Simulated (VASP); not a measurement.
Set up this calculation in VASP 6.6.1, as the native input.

| Item | Value |
| --- | --- |
| Task | single point |
| Functional | r2SCAN |
| Potentials or basis | VASP PAW PBE potentials, release 64 (Zn, O) |
| Cutoff | 520 eV |
| k mesh | 12 × 12 × 6 |
| Occupations | fermi-dirac, width 0.1 eV |
| Spin | no spin polarisation |
| Dipole correction | no |
| Further INCAR settings | ALGO = Normal; EDIFF = 1e-06; NBANDS = 26 |

The system is ZnO.

```
CELL_PARAMETERS angstrom
3.23520 0.00000 0.00000
-1.61760 2.80176 0.00000
0.00000 0.00000 5.21142
ATOMIC_POSITIONS crystal
Zn 0.33333 0.66667 0.49969
Zn 0.66667 0.33333 0.99969
O 0.66667 0.33333 0.37932
O 0.33333 0.66667 0.87932
```

One way to write it, as run:

POSCAR

```
ZnO
1.0
    3.2351975635      0.0000000000      0.0000000000
   -1.6175987818      2.8017632763      0.0000000000
    0.0000000000      0.0000000000      5.2114228350
Zn O
2 2
Direct
    0.3333333333      0.6666666667      0.4996923815
    0.6666666667      0.3333333333     -0.0003076185
    0.6666666667      0.3333333333      0.3793176185
    0.3333333333      0.6666666667      0.8793176185
```

INCAR.step1

```
SYSTEM = ZnO
ALGO     = Normal         ! electronic algorithm
EDIFF    = 1E-4           ! SCF threshold, eV
ENCUT    = 520            ! plane-wave cutoff, eV
GGA      = PE             ! functional
ISMEAR   = -1             ! smearing method
LASPH    = .TRUE.         ! aspherical terms in the spheres
LCHARG   = .FALSE.        ! write CHGCAR
LREAL    = .FALSE.        ! projectors in reciprocal space
LWAVE    = .TRUE.         ! write WAVECAR
NBANDS   = 26             ! bands
NELM     = 60             ! most SCF steps
PREC     = Accurate       ! precision mode
SIGMA    = 0.1            ! smearing width, eV
```

INCAR.step2

```
SYSTEM = ZnO
ALGO     = Normal         ! electronic algorithm
EDIFF    = 1E-6           ! SCF threshold, eV
ENCUT    = 520            ! plane-wave cutoff, eV
ISIF     = 2              ! what is computed and relaxed
ISMEAR   = -1             ! smearing method
ISTART   = 1            
LASPH    = .TRUE.         ! aspherical terms in the spheres
LCHARG   = .TRUE.         ! write CHGCAR
LELF     = .TRUE.         ! ELF
LMIXTAU  = .TRUE.       
LREAL    = .FALSE.        ! projectors in reciprocal space
LVHAR    = .TRUE.       
LWAVE    = .FALSE.        ! write WAVECAR
METAGGA  = R2SCAN         ! meta-GGA
NBANDS   = 26             ! bands
NELM     = 60             ! most SCF steps
PREC     = Accurate       ! precision mode
SIGMA    = 0.1            ! smearing width, eV
```

KPOINTS

```
k-points
0
G
  12 12 6
  0 0 0
```

Potentials or basis: VASP PAW PBE potentials, release 64 (Zn, O).

Launch:

```bash
$ cat potpaw_PBE.64/Zn/POTCAR potpaw_PBE.64/O/POTCAR > POTCAR
$ cp INCAR.step1 INCAR
$ mpirun -np 1 vasp_std > vasp.out
$ cp INCAR.step2 INCAR
$ mpirun -np 1 vasp_std > vasp.out
```

Results of the run:

The pressure is 1.0 GPa and the largest force is 0.010 eV/Å. The band gap on the k mesh is 1.23 eV.

Caveat: the PAW data sets were made with another functional, which shifts forces and pressure a little.

Wall time 3.8 min on 1 thread of AMD EPYC 7R13 Processor (Zen 3) (shared host), peak memory 0.19 GiB.
